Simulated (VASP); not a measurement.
# Os (P6_3/mmc) in VASP: notebook

Os is run at these levels: PBE; tasks: single point, relaxation of cell and atoms.

Everything below comes from runs of VASP 6.6.1. Logs are shortened: lines on timing, memory, paths and dates and some standing lists are left out, and cuts for length are marked.

## Step 1: The cell of the first run

It takes space group P6_3/mmc (No. 194, hexagonal). Conventional cell: a = 2.540 Å, b = 2.540 Å, c = 4.048 Å, α = 90.00°, β = 90.00°, γ = 120.00°. Within 3.3 Å of Os (site symmetry -6m2) lie 12 Os at 2.50 to 2.54 Å.

## Step 2: Single point, PBE

INCAR

```
SYSTEM = Os
PREC = Accurate
ENCUT = 560
EDIFF = 1E-6
ISMEAR = -1
SIGMA = 0.1
LREAL = .False.
LASPH = .True.
NELM = 120
ALGO = Normal
ISIF = 2
LWAVE = .False.
LCHARG = .False.
GGA = PE
NBANDS = 23
GGA_COMPAT = .False.
```

KPOINTS

```
regular mesh
0
Gamma
  17 17 10
  0 0 0
```

POSCAR

```
Os
1.0
    2.5400573100      0.0000000000      0.0000000000
   -1.2700286550      2.1997541575      0.0000000000
    0.0000000000      0.0000000000      4.0476368401
Os
2
Direct
    0.3333333333      0.6666666667      0.2500000000
    0.6666666667      0.3333333333      0.7500000000
```

Potentials or basis: VASP PAW PBE potentials, release 64 (Os_sv_GW).

On the command line:

```console
cat potpaw_PBE.64/Os_sv_GW/POTCAR > POTCAR
mpirun -np 1 vasp_std > vasp.out
```

OUTCAR:

```text
SYSTEM = Os
   PREC = Accurate
   ENCUT = 560
   EDIFF = 1E-6
   ISMEAR = -1
   LREAL = .False.
   LASPH = .True.
   NELM = 120
   ISIF = 2
   GGA = PE

 ion  position               nearest neighbor table
   1  0.333  0.667  0.250-   2 2.50   2 2.50   2 2.50   2 2.50   2 2.50   2 2.50
   2  0.667  0.333  0.750-   1 2.50   1 2.50   1 2.50   1 2.50   1 2.50   1 2.50

  LATTYP: Found a hexagonal cell.
 ALAT       =     2.5400573100
 C/A-ratio  =     1.5935218564

  Lattice vectors:

 A1 = (   2.5400573100,   0.0000000000,   0.0000000000)
 A2 = (  -1.2700286550,   2.1997541575,   0.0000000000)
 A3 = (   0.0000000000,   0.0000000000,   4.0476368401)

Analysis of symmetry for initial positions (statically):
=====================================================================
 Subroutine PRICEL returns:
 Original cell was already a primitive cell.

 Routine SETGRP: Setting up the symmetry group for a
 hexagonal supercell.

 Subroutine GETGRP returns: Found 24 space group operations
 (whereof 12 operations were pure point group operations)
 out of a pool of 24 trial point group operations.

The static configuration has the point symmetry D_3d.
 The point group associated with its full space group is D_6h.

Analysis of symmetry for dynamics (positions and initial velocities):
=====================================================================
 Subroutine PRICEL returns:
 Original cell was already a primitive cell.

 Routine SETGRP: Setting up the symmetry group for a
 hexagonal supercell.

 Subroutine GETGRP returns: Found 24 space group operations
 (whereof 12 operations were pure point group operations)
 out of a pool of 24 trial point group operations.

The dynamic configuration has the point symmetry D_3d.
 The point group associated with its full space group is D_6h.

 Subroutine INISYM returns: Found 24 space group operations
 (whereof 12 operations are pure point group operations),
 and found     1 'primitive' translations

----------------------------------------------------------------------------------------

                                     Primitive cell

  volume of cell :      22.6162

  direct lattice vectors                    reciprocal lattice vectors
     2.540057310  0.000000000  0.000000000     0.393691905  0.227298127  0.000000000
    -1.270028655  2.199754158  0.000000000     0.000000000  0.454596254  0.000000000
     0.000000000  0.000000000  4.047636840     0.000000000  0.000000000  0.247057738

  length of vectors
     2.540057310  2.540057310  4.047636840     0.454596254  0.454596254  0.247057738

  position of ions in fractional coordinates (direct lattice)
     0.333333333  0.666666667  0.250000000
     0.666666667  0.333333333  0.750000000

  ion indices of the primitive-cell ions
   primitive index   ion index
                 1           1
                 2           2

----------------------------------------------------------------------------------------

 KPOINTS: regular mesh

Automatic generation of k-mesh.
 Grid dimensions read from file:
 generate k-points for:   17   17   10

 Generating k-lattice:

  Cartesian coordinates                     Fractional coordinates (reciprocal lattice)
     0.023158347  0.013370478  0.000000000     0.058823529  0.000000000  0.000000000
     0.000000000  0.026740956  0.000000000     0.000000000  0.058823529  0.000000000
     0.000000000  0.000000000  0.024705774     0.000000000  0.000000000  0.100000000

  Length of vectors
     0.026740956  0.026740956  0.024705774

  Shift w.r.t. Gamma in fractional coordinates (k-lattice)
     0.000000000  0.000000000  0.000000000

 Subroutine IBZKPT returns following result:
 ===========================================

 Found    198 irreducible k-points:

 Following reciprocal coordinates:
            Coordinates               Weight
  0.000000  0.000000  0.000000      1.000000
  0.058824  0.000000  0.000000      6.000000
  0.117647 -0.000000  0.000000      6.000000
  0.176471 -0.000000  0.000000      6.000000
  0.235294 -0.000000  0.000000      6.000000
  0.294118 -0.000000  0.000000      6.000000
[... 16 lines left out ...]
  0.411765  0.117647  0.000000     12.000000
  0.176471  0.176471  0.000000      6.000000
 [... further k-points ...]
   k-points           NKPTS =    198   k-points in BZ     NKDIM =    198   number of bands    NBANDS=     23
   number of dos      NEDOS =    301   number of ions     NIONS =      2
   total plane-waves  NPLWV =  12800
   dimension x,y,z NGX =    20 NGY =   20 NGZ =   32
   dimension x,y,z NGXF=    40 NGYF=   40 NGZF=   64
   ions per type =               2
   NGX,Y,Z   is equivalent  to a cutoff of  13.09, 13.09, 13.14 a.u.
   NGXF,Y,Z  is equivalent  to a cutoff of  26.18, 26.18, 26.29 a.u.
 SYSTEM =  Os
   PREC   = accura    normal or accurate (medium, high low for compatibility)
   ISTART =      0    job   : 0-new  1-cont  2-samecut
   ICHARG =      2    charge: 1-file 2-atom 10-const
   ISPIN  =      1    spin polarized calculation?
   LNONCOLLINEAR =      F non collinear calculations
   LSORBIT =      F    spin-orbit coupling
   LASPH  =      T    aspherical Exc in radial PAW
   ENCUT  =  560.0 eV  41.16 Ry    6.42 a.u.   4.90  4.90  7.81*2*pi/ulx,y,z
   NELM   =    120;   NELMIN=  2; NELMDL= -5     # of ELM steps
   EDIFF  = 0.1E-05   stopping-criterion for ELM
   LREAL  =      F    real-space projection
   EDIFFG = 0.1E-04   stopping-criterion for IOM
   NSW    =      0    number of steps for IOM
   IBRION =     -1    ionic relax: 0-MD 1-quasi-New 2-CG
   NFREE  =      0    steps in history (QN), initial steepest desc. (CG)
   ISIF   =      2    stress and relaxation
   ISYM   =      2    0-nonsym 1-usesym 2-fastsym
   POTIM  = 0.5000    time-step for ionic-motion
   TEBEG  =    0.0;   TEEND  =   0.0 temperature during run
   PSTRESS=    0.0 pullay stress
   NELECT =      32.0000    total number of electrons
   NUPDOWN=      -1.0000    fix difference up-down
   EMIN   =  10.00;   EMAX   =-10.00  energy-range for DOS
   EFERMI =   0.00;   METHOD = LEGACY
   ISMEAR =    -1;   SIGMA  =   0.10  broadening in eV -4-tet -1-fermi 0-gaus
   EFERMI_NEDOS =   21; number of points for ismear=-14 and -15
   IALGO  =     38    algorithm
   IMIX   =      4    mixing-type and parameters
     AMIX     =   0.40;   BMIX     =  1.00
     AMIX_MAG =   1.60;   BMIX_MAG =  1.00
  volume/ion in A,a.u.               =      11.31        76.31
  Fermi-wavevector in a.u.,A,eV,Ry     =   1.837885  3.473100 45.958067  3.377823
  Thomas-Fermi vector in A             =   2.890767
   LORBIT       =      0    0 simple, 1 ext, 2 COOP (PROOUT), +10 PAW based schemes
   GGA     = PE    functional components
   LHFCALC =     F    Hartree Fock is set to
   AEXX    =    0.0000 exact exchange contribution
   IVDW    =     0    specifies the selected vdW correction
   LEPSILON=     F    determine dielectric tensor
   LRPA    =     F    only Hartree local field effects (RPA)
 non-spin polarized calculation
  energy-cutoff  :      560.00
  volume of cell :       22.62
 maximum number of plane-waves:       699
 NGX is ok and might be reduce to    20
   NGX =  9   NGY =  9   NGZ = 15

 number of electron      32.0000000 magnetization

 Free energy of the ion-electron system (eV)
  ---------------------------------------------------
  ext. energy  EPLUGINS =         0.00000000
  ---------------------------------------------------
  free energy    TOTEN  =       -22.32583169 eV

  energy without entropy =      -22.29387986  energy(sigma->0) =      -22.30985578

 E-fermi :  18.2608     XC(G=0): -15.9932

 val. band max:       18.2587738143   @ k =   0.2941   0.0588   0.1000
 cond. band min:      18.2791861363   @ k =   0.4706   0.0588   0.5000
 fundamental gap:      0.0204123219
 Fermi energy:        18.2607783469

 k-point     1 :       0.0000    0.0000    0.0000
  band No.  band energies     occupation
      1     -68.8659      2.00000
      2     -68.5799      2.00000
      3     -29.5154      2.00000
      4     -27.6200      2.00000
      5     -27.6200      2.00000
      6     -27.2923      2.00000
[... 15 lines left out ...]
     22      31.1278      0.00000
     23      33.6696      0.00000

 k-point     2 :       0.0588    0.0000    0.0000
  band No.  band energies     occupation
      1     -68.8584      2.00000
      2     -68.5764      2.00000
      3     -29.4915      2.00000
      4     -27.6753      2.00000
      5     -27.6381      2.00000
      6     -27.3502      2.00000
[... 15 lines left out ...]
     22      31.5442      0.00000
     23      33.9228      0.00000

 k-point     3 :       0.1176   -0.0000    0.0000
  band No.  band energies     occupation
      1     -68.8371      2.00000
      2     -68.5673      2.00000
      3     -29.4218      2.00000
      4     -27.8340      2.00000
      5     -27.6891      2.00000
      6     -27.5135      2.00000
[... 15 lines left out ...]
     22      32.7133      0.00000
     23      34.5774      0.00000

 k-point     4 :       0.1765   -0.0000    0.0000
  band No.  band energies     occupation
      1     -68.8045      2.00000
      2     -68.5546      2.00000
      3     -29.3108      2.00000
      4     -28.0736      2.00000
      5     -27.7636      2.00000
      6     -27.7539      2.00000
[... 15 lines left out ...]
     22      34.3623      0.00000
     23      34.9524      0.00000

 k-point     5 :       0.2353   -0.0000    0.0000
  band No.  band energies     occupation
      1     -68.7631      2.00000
      2     -68.5405      2.00000
      3     -29.1664      2.00000
      4     -28.3582      2.00000
      5     -28.0311      2.00000
      6     -27.8498      2.00000
[... 434 lines left out ...]
 k-point    22 :       0.3529    0.1176    0.0000
  band No.  band energies     occupation
      1     -68.6270      2.00000
      2     -68.5180      2.00000
      3     -29.0469      2.00000
      4     -28.6987      2.00000
      5     -28.6088      2.00000
      6     -28.1638      2.00000
[... 15 lines left out ...]
     22      30.7939      0.00000
     23      32.4102      0.00000

 k-point    23 :       0.4118    0.1176    0.0000
  band No.  band energies     occupation
      1     -68.6055      2.00000
      2     -68.5201      2.00000
      3     -29.1411      2.00000
      4     -28.7612      2.00000
      5     -28.4988      2.00000
      6     -28.2123      2.00000
[... 15 lines left out ...]
     22      30.0677      0.00000
     23      32.1694      0.00000

 k-point    24 :       0.1765    0.1765    0.0000
  band No.  band energies     occupation
      1     -68.7077      2.00000
      2     -68.5255      2.00000
      3     -28.9585      2.00000
      4     -28.5050      2.00000
      5     -28.4901      2.00000
      6     -27.9151      2.00000
[... 15 lines left out ...]
     22      33.9758      0.00000
     23      34.0173      0.00000

 [... further k-points ...]
[... 5 lines left out ...]
  --------------------------------------------------------------------------------------
  -------------------------------------------------------------------------------------
  Total       22.5807988     22.5807988     22.6080016     -0.0000000      0.0000000      0.0000000
  in kB     1599.6710322   1599.6710321   1601.5981398     -0.0000000      0.0000000      0.0000000
  external PRESSURE =    1600.3134014 kB  Pullay stress =       0.0000000 kB

 VOLUME and BASIS-vectors are now :
 -----------------------------------------------------------------------------
  energy-cutoff  :      560.00
  volume of cell :       22.62
      direct lattice vectors                 reciprocal lattice vectors
     2.540057310  0.000000000  0.000000000     0.393691905  0.227298127  0.000000000
    -1.270028655  2.199754158  0.000000000     0.000000000  0.454596254  0.000000000
     0.000000000  0.000000000  4.047636840     0.000000000  0.000000000  0.247057738

 POSITION                                       TOTAL-FORCE (eV/Angst)
 -----------------------------------------------------------------------------------
     -0.00000      1.46650      1.01191        -0.000000      0.000000      0.000000
      1.27003      0.73325      3.03573         0.000000     -0.000000      0.000000
 -----------------------------------------------------------------------------------
    total drift:                               -0.000000      0.000000     -0.000000

  FREE ENERGIE OF THE ION-ELECTRON SYSTEM (eV)
  ---------------------------------------------------
  free  energy   TOTEN  =       -22.3258316937 eV

  energy  without entropy=      -22.2938798638  energy(sigma->0) =      -22.30985578
```

It took 55 s on 1 thread of Intel Xeon Platinum 8488C (Sapphire Rapids), shared host; peak memory 0.21 GiB.

Results:

```yaml
Free_energy: -22.3258 eV
Pressure: 160.0 GPa
Band_gap_on_the_k_mesh: zero (bands 16 and 17 overlap by 5.57 eV)
```

Caveat: the cell stands under pressure; spin-orbit coupling is left out, which moves the levels of the heavy elements.

## Step 3: Relaxation of cell and atoms, PBE, target pressure 160 GPa, at which the enthalpy is minimised

This run uses another cell than the first one, of 11.28 Å³/atom.

INCAR

```
SYSTEM = Os
ALGO     = Normal         ! electronic algorithm
EDIFF    = 1E-6           ! SCF threshold, eV
EDIFFG   = -0.005         ! ionic threshold
ENCUT    = 600            ! plane-wave cutoff, eV
GGA      = PE             ! functional
IBRION   = 2              ! ionic algorithm
ISIF     = 3              ! what is computed and relaxed
ISMEAR   = -1             ! smearing method
LASPH    = .TRUE.         ! aspherical terms in the spheres
LCHARG   = .FALSE.        ! write CHGCAR
LREAL    = .FALSE.        ! projectors in reciprocal space
LWAVE    = .FALSE.        ! write WAVECAR
NELM     = 80             ! most SCF steps
NSW      = 60             ! ionic steps
PREC     = Accurate       ! precision mode
PSTRESS  = 1600.0       
SIGMA    = 0.1            ! smearing width, eV
```

KPOINTS

```
k-points
0
G
  17 17 10
  0 0 0
```

POSCAR

```
Os
1.0
    2.5243622471      0.0000000000      0.0000000000
   -1.2621811236      2.1861618344      0.0000000000
    0.0000000000      0.0000000000      4.0894668403
Os
2
Direct
    0.3333333333      0.6666666667      0.2500000000
    0.6666666667      0.3333333333      0.7500000000
```

Potentials or basis: VASP PAW PBE potentials, release 64 (Os).

On the command line:

```console
cat potpaw_PBE.64/Os/POTCAR > POTCAR
mpirun -np 1 vasp_std > vasp.out
```

It took 3.5 min on 1 thread of Oxide Virtual Turin-like, shared host; peak memory 0.17 GiB.

Results (log left out):

```
Free energy                                                : -20.1843 eV
Relaxed volume                                             : 11.37 Å³/atom
Relaxed cell                                               : a = 2.545 Å, b = 2.545 Å, c = 4.054 Å, α = 90.00°, β = 90.00°, γ = 120.00°
Space group after relaxing (to 0.1 Å)                      : P6_3/mmc (No. 194)
Energy change on relaxing (the run minimises the enthalpy) : -96.5 meV/atom
Ionic steps                                                : 11
Pressure after relaxing                                    : 160.0 GPa
Band gap on the k mesh                                     : zero (bands 8 and 9 overlap by 5.53 eV)
```

Step by step:
```csv
step,energy change (eV),largest force (eV/Å),pressure (GPa),volume (Å³)
1,0.0000,0.0000,168.07,22.57
2,-1.3768,0.0000,95.36,24.43
3,-0.3069,0.0000,154.29,22.86
4,-0.2864,0.0000,155.27,22.84
5,0.3778,0.0000,185.69,22.26
6,-0.1952,0.0000,159.88,22.74
7,-0.1913,0.0000,160.07,22.74
8,-0.1893,0.0000,160.16,22.74
9,-0.2145,0.0000,158.98,22.76
10,-0.1923,0.0000,160.04,22.74
11,-0.1930,0.0000,160.01,22.74
```

Final structure:
```cif
data_structure
_symmetry_space_group_name_H-M 'P 1'
_symmetry_Int_Tables_number 1
_cell_length_a 2.5451
_cell_length_b 2.5451
_cell_length_c 4.0536
_cell_angle_alpha 90.000
_cell_angle_beta 90.000
_cell_angle_gamma 120.000
_cell_volume 22.74
loop_
_atom_site_label
_atom_site_type_symbol
_atom_site_fract_x
_atom_site_fract_y
_atom_site_fract_z
_atom_site_occupancy
Os1 Os 0.33333 0.66667 0.25000 1
Os2 Os 0.66667 0.33333 0.75000 1
```

Levels at points of the mesh, in eV from the Fermi level:
| k point | band 6 | band 7 | band 8 | band 9 | band 10 | band 11 |
| --- | --- | --- | --- | --- | --- | --- |
| (0.00, 0.00, 0.00) | -3.08 | -3.08 | -2.07 | -2.07 | 0.09 | 2.22 |
| (0.00, 0.00, 0.50) | -4.44 | -4.44 | -4.44 | 1.23 | 1.23 | 1.23 |

Caveat: the cell is relaxed towards a set pressure, so the run minimises the enthalpy, not the energy; spin-orbit coupling is left out, which moves the levels of the heavy elements.

The gap in the log of VASP goes by the Fermi energy; the results here count the filled bands.